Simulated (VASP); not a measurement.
A run of VASP 6.6.1 is set up as follows.

Contents of INCAR:

```
SYSTEM = Ba
PREC     = Accurate       ! precision mode
ENCUT    = 520            ! plane-wave cutoff, eV
EDIFF    = 1E-6           ! SCF threshold, eV
ISMEAR   = -1             ! smearing method
SIGMA    = 0.1            ! smearing width, eV
LREAL    = .False.        ! projectors in reciprocal space
LASPH    = .True.         ! aspherical terms in the spheres
NELM     = 80             ! most SCF steps
ALGO     = Normal         ! electronic algorithm
ISIF     = 2              ! what is computed and relaxed
LWAVE    = .False.        ! write WAVECAR
LCHARG   = .False.        ! write CHGCAR
GGA      = RP             ! functional
NBANDS   = 11             ! bands
```

KPOINTS

```
regular mesh
0
Gamma
  9 9 9
  0 0 0
```

The input POSCAR:

```
Ba
1.0
    3.9017743406      0.0000000000      0.0000000000
    0.0000000000      3.9017743406      0.0000000000
    0.0000000000      0.0000000000      3.9017743406
Ba
1
Direct
    0.0000000000      0.0000000000      0.0000000000
```

Potentials or basis: VASP PAW PBE potentials, release 64 (Ba_sv).

The run is started by

```sh
$ cat potpaw_PBE.64/Ba_sv/POTCAR > POTCAR
$ mpirun -np 1 vasp_std > vasp.out
```

Task: What does it give for the pressure?

Result: 1.1 GPa.

Task: Predict the band gap on the k mesh.

Result: 0.14 eV, direct.

Caveat: the PAW data sets were made with another functional, which shifts forces and pressure a little; spin-orbit coupling is left out, which moves the levels of the heavy elements. A k mesh can miss the band edges.
